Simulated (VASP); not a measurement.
MnV:

```
CELL_PARAMETERS angstrom
2.90000 0.00000 0.00000
0.00000 2.90000 0.00000
0.00000 0.00000 2.90000
ATOMIC_POSITIONS crystal
Mn 0.00000 0.00000 0.00000
V 0.50000 0.50000 0.50000
```

Base run:

- Program: VASP 6.6.1
- Functional: LDA
- Potentials or basis: VASP PAW LDA potentials, release 64 (Mn_pv, V_sv)
- Cutoff: 520 eV
- k mesh: 11 × 11 × 11
- Occupations: fermi-dirac, width 0.05 eV
- Spin: collinear spin, ferromagnetic start
- Starting moments: [1.2, 1.2] μB
- Fixed moment: 2.4 μB

Its results: pressure -5.7 GPa; site moments Mn +1.94; V +0.30 μB.

Task: The run is repeated on the same cell with these changes: fixed moment from 2.4 μB to 3.2 μB; moments at the start from [1.2, 1.2] to [1.6, 1.6]. What comes out?

Result: Pressure 1.4 GPa; site moments Mn +2.33; V +0.64 μB.

Caveats: the total moment is fixed, so each spin has its own Fermi level; the cell stands under tension (at least some runs).
